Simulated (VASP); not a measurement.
Input of a VASP 6.6.1 run:

INCAR

```
SYSTEM = TiTe2
  ALGO = Normal
  EDIFF = 1E-6
  ENCUT = 520
  GGA = PS
  ISIF = 2
  ISMEAR = -1
  LASPH = .TRUE.
  LCHARG = .FALSE.
  LREAL = .FALSE.
  LWAVE = .FALSE.
  NBANDS = 19
  NELM = 80
  PREC = Accurate
  SIGMA = 0.05
```

Contents of KPOINTS:

```
k-points
0
G
  8 8 4
  0 0 0
```

The input POSCAR:

```
TiTe2
1.0
    3.7058185667      0.0000000000      0.0000000000
   -1.8529092833      3.2093330206      0.0000000000
    0.0000000000      0.0000000000      6.4066931930
Te Ti
2 1
Direct
    0.3333333333      0.6666666667      0.7321480579
    0.6666666667      0.3333333333      0.2678519421
    0.0000000000      0.0000000000      0.0000000000
```

Potentials or basis: VASP PAW PBE potentials, release 64 (Te, Ti_sv).

Launch:

```sh
$ cat potpaw_PBE.64/Te/POTCAR potpaw_PBE.64/Ti_sv/POTCAR > POTCAR
$ mpirun -np 1 vasp_std > vasp.out
```

(1) Estimate the largest force.

(2) What does it give for the pressure?

(3) Predict the band gap on the k mesh.

Results:

(1) 0.015 eV/Å.

(2) 0.0 GPa.

(3) zero (bands 12 and 13 overlap by 0.82 eV).

Caveat: the PAW data sets were made with another functional, which shifts forces and pressure a little; spin-orbit coupling is left out, which moves the levels of the heavy elements; this functional lacks dispersion, which binds layers or chains, so the pressure and a relaxed spacing across them are unreliable.
